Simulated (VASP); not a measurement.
Wanted: the native input for a VASP 6.6.1 run.

```yaml
Task: single point
Functional: PBEsol
Potentials_or_basis: VASP PAW PBE potentials, release 64 (Rh_pv)
Cutoff: 520 eV
k_mesh: 22 × 22 × 22
Occupations: gaussian, width 0.15 eV
Spin: no spin polarisation
Dipole_correction: no
Further_INCAR_settings: ALGO = Fast; EDIFF = 1e-06; NBANDS = 14
```

The structure of Rh lies in POSCAR:

```
Rh
1.0
    0.0000000000      1.9015500000      1.9490887500
    1.9015500000      0.0000000000      1.9490887500
    1.9015500000      1.9015500000      0.0000000000
Rh
1
Direct
    0.0000000000      0.0000000000      0.0000000000
```

This cell differs from its parent crystal: strain +0.000 along x and y, +0.025 along z.

The input as run:

INCAR

```
SYSTEM = Rh
ALGO = Fast
EDIFF = 1E-6
ENCUT = 520
GGA = PS
ISIF = 2
ISMEAR = 0
LASPH = .True.
LCHARG = .False.
LREAL = .False.
LWAVE = .False.
NBANDS = 14
NELM = 60
PREC = Accurate
SIGMA = 0.15
```

KPOINTS

```
k-points
0
Gamma
  22 22 22
  0 0 0
```

Potentials or basis: VASP PAW PBE potentials, release 64 (Rh_pv).

The run is started by

```sh
$ cat potpaw_PBE.64/Rh_pv/POTCAR > POTCAR
$ mpirun -np 1 vasp_std > vasp.out
```

It gave:

```yaml
Pressure: -11.3 GPa
```

Caveat: the cell differs from its parent crystal (strain +0.000 along x and y, +0.025 along z); the PAW data sets were made with another functional, which shifts forces and pressure a little.

Run time: 80 s on 1 thread of AMD EPYC 9R45 96-Core Processor (Zen 5), with other jobs on the host, peak memory 0.22 GiB.
